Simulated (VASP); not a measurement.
The system is SrO.

```
Sr O
1.0
     0.00000    2.58330    2.58330
     2.58330    0.00000    2.58330
     2.58330    2.58330    0.00000
Sr O
1 1
Direct
  0.50000 0.50000 0.50000
  0.00000 0.00000 0.00000
```

Base run:

```yaml
Program: VASP 6.6.1
Functional: RPBE
Potentials_or_basis: VASP PAW PBE potentials, release 64 (Sr_sv, O)
Cutoff: 520 eV
k_mesh: 9 × 9 × 9
Occupations: fermi-dirac, width 0.05 eV
Spin: no spin polarisation
```

Its results: band gap on the k mesh 3.44 eV, indirect (least direct gap 3.55 eV); pressure 5.0 GPa.

**Question.** The run is repeated on the same cell with these changes: functional from RPBE to LDA; potentials or basis from VASP PAW PBE potentials, release 64 (Sr_sv, O) to VASP PAW LDA potentials, release 64 (Sr_sv, O). What comes out?

**Answer.** Band gap on the k mesh 3.17 eV, indirect (least direct gap 3.27 eV); pressure -4.8 GPa.

Caveats: the PAW data sets were made with another functional, which shifts forces and pressure a little (some runs).

A k mesh can miss the band edges.
